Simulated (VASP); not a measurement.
Input of a VASP 6.6.1 run:

The input INCAR:

```
SYSTEM = Si2As3
  PREC = Accurate
  ENCUT = 520
  EDIFF = 1E-6
  ISMEAR = 0
  SIGMA = 0.1
  LREAL = .FALSE.
  LASPH = .TRUE.
  NELM = 100
  ALGO = Normal
  ISIF = 2
  LWAVE = .FALSE.
  LCHARG = .TRUE.
  GGA = PE
  LELF = .TRUE.
  LVHAR = .TRUE.
  NBANDS = 34
```

The input KPOINTS:

```
regular mesh
0
G
  3 3 3
  0 0 0
```

File POSCAR:

```
Si2As3
1.0
    3.1268895834      1.8053105426      5.8509375783
   -3.1268895834      1.8053105426      5.8509375783
    0.0000000000     -3.6106210854      5.8509375783
Si As
4 6
Direct
    0.8518420867      0.8518420867      0.8518420867
    0.6481579133      0.6481579133      0.6481579133
    0.1481579133      0.1481579133      0.1481579133
    0.3518420867      0.3518420867      0.3518420867
    0.0453813720      0.4546186280      0.7500000000
    0.7500000000      0.0453813720      0.4546186280
    0.4546186280      0.7500000000      0.0453813720
    0.9546186280      0.5453813720      0.2500000000
    0.2500000000      0.9546186280      0.5453813720
    0.5453813720      0.2500000000      0.9546186280
```

Potentials or basis: VASP PAW PBE potentials, release 64 (Si, As).

Launch:

```console
$ cat potpaw_PBE.64/Si/POTCAR potpaw_PBE.64/As/POTCAR > POTCAR
$ mpirun -np 1 vasp_std > vasp.out
```

(1) Predict the band gap on the k mesh.

(2) What does it give for the largest force?

(3) Predict the pressure.

Results:

(1) zero (bands 23 and 24 overlap by 0.76 eV).

(2) 0.034 eV/Å.

(3) 0.0 GPa.

Caveat: the k points lie up to 0.40 Å⁻¹ apart, too coarse for converged energies and pressures of a metal.
